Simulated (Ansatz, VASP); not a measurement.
# I: VASP beside Ansatz

```
CELL_PARAMETERS angstrom
4.09741 -2.34515 0.00000
4.09741 2.34515 0.00000
0.00000 0.00000 9.67886
ATOMIC_POSITIONS crystal
I 0.83679 0.16321 0.87808
I 0.33679 0.66321 0.62192
I 0.16321 0.83679 0.12192
I 0.66321 0.33679 0.37808
```

Alike in both runs: functional PBE; k mesh 6 × 6 × 2; occupations gaussian, width 0.1 eV; no spin polarisation.

Ansatz relaxed the structure, and its values are those at the end. VASP's run is a single point on that final structure, the one shown.

```csv
,VASP,Ansatz
version,VASP 6.6.1,Ansatz 0.2.0
potentials or method,"VASP PAW PBE potentials, release 64 (I), cutoff 520 eV","scalar-relativistic, plane waves, PAW"
valence electrons in the cell,28,68
```

```csv
,VASP,Ansatz,Ansatz less VASP
gap on the k mesh at the Fermi level (eV),1.06,1.06,-0.002
least direct gap on the mesh (eV),1.19,1.18,-0.006
pressure (GPa),0.1,0.2,+0.03
rms of the force components (eV/Å),0.020,0.011,-0.0083
```

VASP's potentials hold 28 valence electrons a cell and Ansatz's 68, so a difference there can come from the potentials and not from the codes.

Spin-orbit coupling is off throughout.
